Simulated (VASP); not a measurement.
Cu:

```xyz
1
Lattice="-1.4428 1.4428 1.3761 1.4428 -1.4428 1.3761 1.4428 1.4428 -1.3761" Properties=species:S:1:pos:R:3 pbc="T T T"
Cu    0.0000    0.0000    0.0000
```

* Program: VASP 6.6.1
* Task: relaxation of cell and atoms
* Functional: PBE
* Potentials or basis: VASP PAW PBE potentials, release 64 (Cu)
* Cutoff: 600 eV
* k mesh: 6 × 6 × 6
* Occupations: gaussian, width 0.1 eV
* Spin: no spin polarisation

At the start: pressure 8.4 GPa; volume 11.46 Å³/atom.

Task: Where does the relaxation end?

Result: Over 8 steps the energy falls by 16.4 meV/atom and the volume is 12.11 Å³/atom (+5.7 %); space group I4/mmm (No. 139, to 0.1 Å) before and after.

Step by step:
```
step  energy change (eV)  largest force (eV/Å)  pressure (GPa)  volume (Å³)
   1              0.0000                0.0000            8.40        11.46
   2             -0.0108                0.0000           -4.01        12.48
   3             -0.0158                0.0000            0.01        12.09
   4             -0.0158                0.0000           -0.14        12.11
   5             -0.0160                0.0000           -0.18        12.11
   6             -0.0164                0.0000           -0.13        12.11
   7             -0.0159                0.0000           -0.04        12.11
   8             -0.0164                0.0000           -0.11        12.11
```

Final structure:
```cif
data_structure
_symmetry_space_group_name_H-M 'P 1'
_symmetry_Int_Tables_number 1
_cell_length_a 2.5081
_cell_length_b 2.5081
_cell_length_c 2.5081
_cell_angle_alpha 107.655
_cell_angle_beta 107.655
_cell_angle_gamma 113.168
_cell_volume 12.11
loop_
_atom_site_label
_atom_site_type_symbol
_atom_site_fract_x
_atom_site_fract_y
_atom_site_fract_z
_atom_site_occupancy
Cu1 Cu 0.00000 0.00000 0.00000 1
```

Caveat: the k points lie up to 0.52 Å⁻¹ apart in the final cell, too coarse for converged energies and pressures of a metal.
